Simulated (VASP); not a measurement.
Set up this calculation in VASP 6.6.1, as the native input.

* Task: dielectric tensor
* Functional: r2SCAN
* Potentials or basis: VASP PAW PBE potentials, release 64 (Mg, O)
* Cutoff: 520 eV
* k mesh: 9 × 9 × 6
* Occupations: gaussian, width 0.01 eV
* Spin: no spin polarisation
* Dipole correction: no
* Further INCAR settings: ALGO = Normal; EDIFF = 1e-08

The structure of MgO lies in POSCAR:

```
MgO
1.0
    3.4840780556      0.0000000000      0.0000000000
   -1.7420390278      3.0173001049      0.0000000000
    0.0000000000      0.0000000000      4.1853174871
Mg O
2 2
Direct
    0.6666666667      0.3333333333      0.7500000000
    0.3333333333      0.6666666667      0.2500000000
    0.6666666667      0.3333333333      0.2500000000
    0.3333333333      0.6666666667      0.7500000000
```

The input as run:

INCAR

```
SYSTEM = MgO
PREC     = Accurate       ! precision mode
ENCUT    = 520            ! plane-wave cutoff, eV
EDIFF    = 1E-8           ! SCF threshold, eV
ISMEAR   = 0              ! smearing method
SIGMA    = 0.01           ! smearing width, eV
LREAL    = .False.        ! projectors in reciprocal space
LASPH    = .True.         ! aspherical terms in the spheres
NELM     = 100            ! most SCF steps
ALGO     = Normal         ! electronic algorithm
ISIF     = 2              ! what is computed and relaxed
LWAVE    = .False.        ! write WAVECAR
LCHARG   = .False.        ! write CHGCAR
METAGGA  = R2SCAN         ! meta-GGA
LMIXTAU  = .True.       
LCALCEPS = .True.
```

KPOINTS

```
Automatic mesh
0
Gamma
  9 9 6
  0 0 0
```

Potentials or basis: VASP PAW PBE potentials, release 64 (Mg, O).

Launch:

```console
$ cat potpaw_PBE.64/Mg/POTCAR potpaw_PBE.64/O/POTCAR > POTCAR
$ mpirun -np 1 vasp_std > vasp.out
```

Results of the run:

| Quantity | Value |
| --- | --- |
| Band gap on the k mesh | 4.08 eV |
| Electronic dielectric tensor (diagonal) | 2.77 |
| Born charges (mean of the diagonal) | Mg +1.85; O -1.85 e |

It took 40 min on 1 thread of Intel(R) Xeon(R) Platinum 8488C (Sapphire Rapids) (shared host), peak memory 0.48 GiB.
